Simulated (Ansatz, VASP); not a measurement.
One calculation of AlP, two programs

```
Al P
1.0
     0.00000    2.72550    2.72550
     2.72550    0.00000    2.72550
     2.72550    2.72550    0.00000
Al P
1 1
Direct
  0.00000 0.00000 0.00000
  0.25000 0.25000 0.25000
```

Alike in both runs: task single point; functional revPBE; k mesh 8 × 8 × 8; no spin polarisation.

```csv
,VASP,Ansatz
version,VASP 6.6.1,Ansatz 0.2.0
potentials or method,"VASP PAW PBE potentials, release 64 (Al, P)","plane waves, PAW"
plane-wave cutoff (eV),500,420
occupations,"gaussian, width 0.01 eV",fixed
valence electrons in the cell,8,8
```

Ansatz gave:

* gap on the k mesh at the Fermi level (eV): 1.63
* pressure (GPa): 4.0

Question: Which values does VASP return?

Answer: gap on the k mesh at the Fermi level (eV): 1.62; pressure (GPa): 3.8.

VASP's potentials were made for PBE, not for revPBE.
